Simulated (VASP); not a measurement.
# Mg3Sb2 (P-3m1) in VASP: a series of runs

The runs below take Mg3Sb2 through relaxation of shape and atoms at fixed volume, with BLYP.

Everything below comes from runs of VASP 6.6.1. Logs are shortened: lines on timing, memory, paths and dates and some standing lists are left out, and cuts for length are marked.

## Step 1: The cell of the first run

Symmetry: P-3m1, No. 164, trigonal system. The conventional cell has a = 4.649 Å, b = 4.649 Å, c = 7.423 Å, α = 90.00°, β = 90.00°, γ = 120.00°. Within 3.8 Å of Sb (site symmetry 3m) lie 7 Mg at 2.87 to 3.19 Å. Mg (site symmetry -3m) has 6 Sb at 3.19 Å and 6 Mg at 3.83 Å within 4.2 Å. Mg (site symmetry 3m) has 4 Sb at 2.87 to 2.98 Å and 6 Mg at 3.33 to 3.83 Å within 3.9 Å.

## Step 2: Relaxation of shape and atoms at fixed volume, BLYP (27.78 Å³/atom)

Input file INCAR:

```
SYSTEM = Mg3Sb2
AGGAC = 1.0
AGGAX = 1.0
ALDAC = 0.0
ALDAX = 1.0
ALGO = Normal
EDIFF = 1E-7
EDIFFG = -0.01
ENCUT = 600
GGA = B5
GGA_COMPAT = .False.
IBRION = 2
ISIF = 4
ISMEAR = 0
LASPH = .True.
LCHARG = .False.
LREAL = .False.
LWAVE = .False.
NELM = 120
NELMIN = 4
NSW = 60
PREC = Accurate
SIGMA = 0.05
```

Input file KPOINTS:

```
k-points
0
Gamma
  6 6 4
  0 0 0
```

Input file POSCAR:

```
Mg3Sb2
1.0
    4.6488261925      0.0000000000      0.0000000000
   -2.3244130963      4.0260015805      0.0000000000
    0.0000000000      0.0000000000      7.4226606550
Sb Mg
2 3
Direct
    0.3333333333      0.6666666667      0.2317509306
    0.6666666667      0.3333333333      0.7682490694
    0.0000000000      0.0000000000      0.0000000000
    0.3333333333      0.6666666667      0.6326135186
    0.6666666667      0.3333333333      0.3673864814
```

Potentials or basis: VASP PAW PBE potentials, release 64 (Sb, Mg).

Launch:

```bash
$ cat potpaw_PBE.64/Sb/POTCAR potpaw_PBE.64/Mg/POTCAR > POTCAR
$ mpirun -np 1 vasp_std > vasp.out
```

OUTCAR:

```text
SYSTEM = Mg3Sb2
   EDIFF = 1E-7
   EDIFFG = -0.01
   ENCUT = 600
   GGA = B5
   IBRION = 2
   ISIF = 4
   ISMEAR = 0
   LASPH = .True.
   LREAL = .False.
   NELM = 120
   NELMIN = 4
   NSW = 60
   PREC = Accurate

 ion  position               nearest neighbor table
   1  0.333  0.667  0.232-   5 2.87   5 2.87   5 2.87   4 2.98   3 3.19   3 3.19   3 3.19
   2  0.667  0.333  0.768-   4 2.87   4 2.87   4 2.87   5 2.98   3 3.19   3 3.19   3 3.19
   3  0.000  0.000  0.000-   1 3.19   2 3.19   2 3.19   1 3.19   2 3.19   1 3.19
   4  0.333  0.667  0.633-   2 2.87   2 2.87   2 2.87   1 2.98   5 3.33   5 3.33   5 3.33
   5  0.667  0.333  0.367-   1 2.87   1 2.87   1 2.87   2 2.98   4 3.33   4 3.33   4 3.33

  LATTYP: Found a hexagonal cell.
 ALAT       =     4.6488261925
 C/A-ratio  =     1.5966741598

  Lattice vectors:

 A1 = (   4.6488261925,   0.0000000000,   0.0000000000)
 A2 = (  -2.3244130963,   4.0260015805,   0.0000000000)
 A3 = (   0.0000000000,   0.0000000000,   7.4226606550)

Analysis of symmetry for initial positions (statically):
=====================================================================
 Subroutine PRICEL returns:
 Original cell was already a primitive cell.

 Routine SETGRP: Setting up the symmetry group for a
 hexagonal supercell.

 Subroutine GETGRP returns: Found 12 space group operations
 (whereof 12 operations were pure point group operations)
 out of a pool of 24 trial point group operations.

The static configuration has the point symmetry D_3d.

Analysis of symmetry for dynamics (positions and initial velocities):
=====================================================================
 Subroutine PRICEL returns:
 Original cell was already a primitive cell.

 Routine SETGRP: Setting up the symmetry group for a
 hexagonal supercell.

 Subroutine GETGRP returns: Found 12 space group operations
 (whereof 12 operations were pure point group operations)
 out of a pool of 24 trial point group operations.

The dynamic configuration has the point symmetry D_3d.

 Subroutine INISYM returns: Found 12 space group operations
 (whereof 12 operations are pure point group operations),
 and found     1 'primitive' translations

----------------------------------------------------------------------------------------

                                     Primitive cell

  volume of cell :     138.9239

  direct lattice vectors                    reciprocal lattice vectors
     4.648826192  0.000000000  0.000000000     0.215108064  0.124192698  0.000000000
    -2.324413096  4.026001581  0.000000000     0.000000000  0.248385397  0.000000000
     0.000000000  0.000000000  7.422660655     0.000000000  0.000000000  0.134722581

  length of vectors
     4.648826192  4.648826193  7.422660655     0.248385397  0.248385397  0.134722581

  position of ions in fractional coordinates (direct lattice)
     0.333333333  0.666666667  0.231750931
     0.666666667  0.333333333  0.768249069
     0.000000000  0.000000000  0.000000000
     0.333333333  0.666666667  0.632613519
     0.666666667  0.333333333  0.367386481

  ion indices of the primitive-cell ions
   primitive index   ion index
                 1           1
                 2           2
                 3           3
                 4           4
                 5           5

----------------------------------------------------------------------------------------

 KPOINTS: k-points

Automatic generation of k-mesh.
 Grid dimensions read from file:
 generate k-points for:    6    6    4

 Generating k-lattice:

  Cartesian coordinates                     Fractional coordinates (reciprocal lattice)
     0.035851344  0.020698783  0.000000000     0.166666667  0.000000000  0.000000000
     0.000000000  0.041397566  0.000000000     0.000000000  0.166666667  0.000000000
     0.000000000  0.000000000  0.033680645     0.000000000  0.000000000  0.250000000

  Length of vectors
     0.041397566  0.041397566  0.033680645

  Shift w.r.t. Gamma in fractional coordinates (k-lattice)
     0.000000000  0.000000000  0.000000000

 Subroutine IBZKPT returns following result:
 ===========================================

 Found     24 irreducible k-points:

 Following reciprocal coordinates:
            Coordinates               Weight
  0.000000  0.000000  0.000000      1.000000
  0.166667 -0.000000  0.000000      6.000000
  0.333333 -0.000000  0.000000      6.000000
  0.500000 -0.000000  0.000000      3.000000
  0.166667  0.166667  0.000000      6.000000
  0.333333  0.166667  0.000000     12.000000
[... 16 lines left out ...]
  0.333333  0.166667  0.500000     12.000000
  0.333333  0.333333  0.500000      2.000000
   k-points           NKPTS =     24   k-points in BZ     NKDIM =     24   number of bands    NBANDS=     12
   number of dos      NEDOS =    301   number of ions     NIONS =      5
   total plane-waves  NPLWV =  96000
   dimension x,y,z NGX =    40 NGY =   40 NGZ =   60
   dimension x,y,z NGXF=    80 NGYF=   80 NGZF=  120
   ions per type =               2   3
   NGX,Y,Z   is equivalent  to a cutoff of  14.30, 14.30, 13.44 a.u.
   NGXF,Y,Z  is equivalent  to a cutoff of  28.61, 28.61, 26.88 a.u.
 SYSTEM =  Mg3Sb2
   PREC   = accura    normal or accurate (medium, high low for compatibility)
   ISTART =      0    job   : 0-new  1-cont  2-samecut
   ICHARG =      2    charge: 1-file 2-atom 10-const
   ISPIN  =      1    spin polarized calculation?
   LNONCOLLINEAR =      F non collinear calculations
   LSORBIT =      F    spin-orbit coupling
   LASPH  =      T    aspherical Exc in radial PAW
   ENCUT  =  600.0 eV  44.10 Ry    6.64 a.u.   9.28  9.28 14.82*2*pi/ulx,y,z
   NELM   =    120;   NELMIN=  4; NELMDL= -5     # of ELM steps
   EDIFF  = 0.1E-06   stopping-criterion for ELM
   LREAL  =      F    real-space projection
   EDIFFG = -.1E-01   stopping-criterion for IOM
   NSW    =     60    number of steps for IOM
   IBRION =      2    ionic relax: 0-MD 1-quasi-New 2-CG
   NFREE  =      1    steps in history (QN), initial steepest desc. (CG)
   ISIF   =      4    stress and relaxation
   ISYM   =      2    0-nonsym 1-usesym 2-fastsym
   POTIM  = 0.5000    time-step for ionic-motion
   TEBEG  =    0.0;   TEEND  =   0.0 temperature during run
   PSTRESS=    0.0 pullay stress
   NELECT =      16.0000    total number of electrons
   NUPDOWN=      -1.0000    fix difference up-down
   EMIN   =  10.00;   EMAX   =-10.00  energy-range for DOS
   EFERMI =   0.00;   METHOD = LEGACY
   ISMEAR =     0;   SIGMA  =   0.05  broadening in eV -4-tet -1-fermi 0-gaus
   EFERMI_NEDOS =   21; number of points for ismear=-14 and -15
   IALGO  =     38    algorithm
   IMIX   =      4    mixing-type and parameters
     AMIX     =   0.40;   BMIX     =  1.00
     AMIX_MAG =   1.60;   BMIX_MAG =  1.00
  volume/ion in A,a.u.               =      27.78       187.50
  Fermi-wavevector in a.u.,A,eV,Ry     =   0.796506  1.505179  8.631839  0.634422
  Thomas-Fermi vector in A             =   1.903043
   LORBIT       =      0    0 simple, 1 ext, 2 COOP (PROOUT), +10 PAW based schemes
   GGA     = B5    functional components
   LHFCALC =     F    Hartree Fock is set to
   AEXX    =    0.0000 exact exchange contribution
   IVDW    =     0    specifies the selected vdW correction
   LEPSILON=     F    determine dielectric tensor
   LRPA    =     F    only Hartree local field effects (RPA)
 conjugate gradient relaxation of ions
 non-spin polarized calculation
 Gauss-broadening in eV      SIGMA  =   0.05
  energy-cutoff  :      600.00
  volume of cell :      138.92
 maximum number of plane-waves:      4664
 NGX is ok and might be reduce to    40
   NGX = 19   NGY = 19   NGZ = 29

--------------------------------------- Ionic step        1  -------------------------------------------

 number of electron      16.0000000 magnetization

 Free energy of the ion-electron system (eV)
  ---------------------------------------------------
  ext. energy  EPLUGINS =         0.00000000
  ---------------------------------------------------
  free energy    TOTEN  =       -11.46298874 eV

  energy without entropy =      -11.46298874  energy(sigma->0) =      -11.46298874

------------------------ aborting loop because EDIFF is reached ----------------------------------------

  FORCE on cell =-STRESS in cart. coord.  units (eV):
  Direction    XX          YY          ZZ          XY          YZ          ZX
  --------------------------------------------------------------------------------------
  -------------------------------------------------------------------------------------
  Total        0.1719982      0.1719982      0.1934974     -0.0000000      0.0000000      0.0000000
  in kB        1.9836165      1.9836165      2.2315618     -0.0000000      0.0000000      0.0000000
  external PRESSURE =       2.0662650 kB  Pullay stress =       0.0000000 kB

 VOLUME and BASIS-vectors are now :
 -----------------------------------------------------------------------------
  energy-cutoff  :      600.00
  volume of cell :      138.92
      direct lattice vectors                 reciprocal lattice vectors
     4.648826192  0.000000000  0.000000000     0.215108064  0.124192698  0.000000000
    -2.324413096  4.026001581  0.000000000     0.000000000  0.248385397  0.000000000
     0.000000000  0.000000000  7.422660655     0.000000000  0.000000000  0.134722581
[... 40 lines left out ...]
 POSITION                                       TOTAL-FORCE (eV/Angst)
 -----------------------------------------------------------------------------------
     -0.00000      2.68382      1.71929        -0.000000     -0.000000     -0.016848
      2.32425      1.34191      5.70440         0.000000      0.000000      0.016848
      4.64850     -0.00000      7.42369        -0.000000      0.000000      0.000000
     -0.00000      2.68382      4.69635        -0.000000     -0.000000     -0.000754
      2.32425      1.34191      2.72733         0.000000      0.000000      0.000754
 -----------------------------------------------------------------------------------
    total drift:                               -0.000000     -0.000000     -0.000000

  FREE ENERGIE OF THE ION-ELECTRON SYSTEM (eV)
  ---------------------------------------------------
  free  energy   TOTEN  =       -11.4630388610 eV

  energy  without entropy=      -11.4630388580  energy(sigma->0) =      -11.46303886

--------------------------------------- Ionic step        3  -------------------------------------------

 number of electron      16.0000000 magnetization

 Free energy of the ion-electron system (eV)
  ---------------------------------------------------
  ext. energy  EPLUGINS =         0.00000000
  ---------------------------------------------------
  free energy    TOTEN  =       -11.46307451 eV

  energy without entropy =      -11.46307450  energy(sigma->0) =      -11.46307450

 E-fermi :   4.5133     XC(G=0):  -7.9733

 val. band max:        4.3415877357   @ k =   0.0000   0.0000   0.0000
 cond. band min:       4.6971538205   @ k =   0.0000   0.3333   0.2500
 fundamental gap:      0.3555660848
 Fermi energy:         4.5132852154

 k-point     1 :       0.0000    0.0000    0.0000
  band No.  band energies     occupation
      1      -5.5607      2.00000
      2      -4.5095      2.00000
      3      -0.1654      2.00000
      4       3.4342      2.00000
      5       3.4342      2.00000
      6       4.0556      2.00000
      7       4.0556      2.00000
      8       4.3416      2.00000
      9       5.3173      0.00000
     10       5.7230      0.00000
     11       7.6074      0.00000
     12       7.6074      0.00000

 k-point     2 :       0.1667   -0.0000    0.0000
  band No.  band energies     occupation
      1      -5.3901      2.00000
      2      -4.4133      2.00000
      3       0.0615      2.00000
      4       2.1371      2.00000
      5       2.7954      2.00000
      6       3.0384      2.00000
      7       3.9919      2.00000
      8       4.1256      2.00000
      9       6.1128      0.00000
     10       6.4998      0.00000
     11       7.3975      0.00000
     12       7.7895      0.00000
[... 350 lines left out ...]
 POSITION                                       TOTAL-FORCE (eV/Angst)
 -----------------------------------------------------------------------------------
     -0.00000      2.68359      1.71818        -0.000000      0.000000     -0.008267
      2.32406      1.34180      5.70676         0.000000      0.000000      0.008267
     -2.32406      4.02539     -0.00000        -0.000000      0.000000      0.000000
     -0.00000      2.68359      4.69718        -0.000000     -0.000000     -0.002342
      2.32406      1.34180      2.72776         0.000000      0.000000      0.002342
 -----------------------------------------------------------------------------------
    total drift:                               -0.000000      0.000000      0.000000

  FREE ENERGIE OF THE ION-ELECTRON SYSTEM (eV)
  ---------------------------------------------------
  free  energy   TOTEN  =       -11.4630745057 eV

  energy  without entropy=      -11.4630745026  energy(sigma->0) =      -11.46307450

 reached required accuracy - stopping structural energy minimisation
```

It took 2.1 min on 1 thread of Intel Xeon Platinum 8124M at 3.00GHz (Skylake/Cascade Lake), shared host; peak memory 0.33 GiB.

Results:

```
Free energy                  : -11.4631 eV
Energy gained by relaxing    : 0.0 meV/atom
Ionic steps                  : 3
Pressure after relaxing      : 0.2 GPa
Largest force after relaxing : 0.008 eV/Å
Band gap on the k mesh       : 0.36 eV (least direct gap 0.98 eV)
```

Forces on the atoms (eV/Å):
```
Sb   0.000  0.000 -0.008
Sb   0.000  0.000  0.008
Mg   0.000  0.000  0.000
Mg   0.000  0.000 -0.002
Mg   0.000  0.000  0.002
```

Final structure:
```
CELL_PARAMETERS angstrom
4.64811 0.00000 0.00000
-2.32406 4.02539 0.00000
0.00000 0.00000 7.42493
ATOMIC_POSITIONS crystal
Sb 0.33333 0.66667 0.23141
Sb 0.66667 0.33333 0.76859
Mg 0.00000 0.00000 0.00000
Mg 0.33333 0.66667 0.63262
Mg 0.66667 0.33333 0.36738
```

Caveat: the PAW data sets were made with another functional, which shifts forces and pressure a little; spin-orbit coupling is left out, which moves the levels of the heavy elements. A k mesh can miss the band edges.

(Continued in part 2 of 2.)
